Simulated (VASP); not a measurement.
A run of VASP 6.6.1:

File INCAR:

```
SYSTEM = Al2O3
PREC = Accurate
ENCUT = 520
EDIFF = 1E-6
ISMEAR = 0
SIGMA = 0.05
LREAL = .False.
LASPH = .True.
NELM = 60
ALGO = Normal
ISIF = 2
LWAVE = .False.
LCHARG = .True.
GGA = PS
LELF = .True.
LVHAR = .True.
NBANDS = 35
```

KPOINTS

```
regular mesh
0
Gamma
  6 6 6
  0 0 0
```

POSCAR

```
Al2O3
1.0
    2.4250620100      1.4001102043      4.6494905564
   -2.4250620100      1.4001102043      4.6494905564
    0.0000000000     -2.8002204086      4.6494905564
Al O
4 6
Direct
    0.8520350473      0.8520350473      0.8520350473
    0.6479649527      0.6479649527      0.6479649527
    0.1479649527      0.1479649527      0.1479649527
    0.3520350473      0.3520350473      0.3520350473
    0.0558571577      0.4441428423      0.7500000000
    0.7500000000      0.0558571577      0.4441428423
    0.4441428423      0.7500000000      0.0558571577
    0.9441428423      0.5558571577      0.2500000000
    0.2500000000      0.9441428423      0.5558571577
    0.5558571577      0.2500000000      0.9441428423
```

Potentials or basis: VASP PAW PBE potentials, release 64 (Al, O).

The run is started by

```sh
$ cat potpaw_PBE.64/Al/POTCAR potpaw_PBE.64/O/POTCAR > POTCAR
$ mpirun -np 1 vasp_std > vasp.out
```

Hardware: 1 thread of Intel Xeon 8259CL, on a shared host.

Problem. How long does it take, and how much memory?

Solution. It took 3.5 min on 1 thread of Intel Xeon 8259CL, on a shared host, peak memory 0.27 GiB. Counts: scf iterations 14, k points 32.
